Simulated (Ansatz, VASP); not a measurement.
# Two plane-wave programs on V

Contents of INCAR:

```
SYSTEM = V
ALGO = Normal
EDIFF = 1E-8
ENCUT = 520
GGA = PE
ISIF = 2
ISMEAR = -1
ISPIN = 2
LASPH = .TRUE.
LCHARG = .FALSE.
LEFG = .TRUE.
LMAXMIX = 4
LORBIT = 11
LREAL = .FALSE.
LWAVE = .FALSE.
MAGMOM = 1.5
NBANDS = 16
NELM = 150
PREC = Accurate
SIGMA = 0.05
```

The input KPOINTS:

```
k-points
0
G
  16 16 16
  0 0 0
```

Contents of POSCAR:

```
V
1.0
   -1.4988666745      1.4988666745      1.4988666745
    1.4988666745     -1.4988666745      1.4988666745
    1.4988666745      1.4988666745     -1.4988666745
V
1
Direct
    0.0000000000      0.0000000000      0.0000000000
```

Input for Ansatz:

```yaml
crystal:
  lattice:
    - [-1.4988666745, 1.4988666745, 1.4988666745]
    - [1.4988666745, -1.4988666745, 1.4988666745]
    - [1.4988666745, 1.4988666745, -1.4988666745]
  atoms:
    - { symbol: V, position: [0.0, 0.0, 0.0], spin: 1.5 }
magnetization:
  spin_polarized: true
kpoints:
  mp_grid: { grid: [16, 16, 16] }
  band_path:
    path:
      - [0.0, 0.0, 0.0]
      - [0.5, -0.5, 0.5]
      - [0.0, 0.0, 0.5]
      - [0.0, 0.0, 0.0]
      - [0.25, 0.25, 0.25]
      - [0.5, -0.5, 0.5]
      - [0.25, 0.25, 0.25]
      - [0.0, 0.0, 0.5]
    npoints: 8
scf:
  occupations: { method: fermi_dirac, width: 0.05 }
hamiltonian:
  xc: pbe
  pseudopotentials: { kind: paw }
output:
  forces: true
  stress: true
  eigenvalues: true
  efg: { contact_densities: true }
  populations: true
  bader: true
  dos: { projected: true, de: 0.2, e_range: [-14, 8] }
```

Alike in both runs: task electric field gradients; functional PBE; k mesh 16 × 16 × 16; occupations fermi-dirac, width 0.05 eV; collinear spin.

|  | VASP | Ansatz |
| --- | --- | --- |
| version | VASP 6.6.1 | Ansatz 0.2.0 |
| potentials or method | VASP PAW PBE potentials, release 64 (V_sv) | PAW with Ansatz's default frozen-core files, scalar-relativistic |
| plane-wave cutoff (eV) | 520 | 420 |
| valence electrons in the cell | 13 | 13 |

Ansatz gave:

```
pressure (GPa)           : 0.0
net moment per atom (μB) : 0.00
```

Problem. Estimate VASP's values.

Solution. Pressure (GPa): 0.3; net moment per atom (μB): 0.00.

Ansatz's warnings: seeded moment not kept.
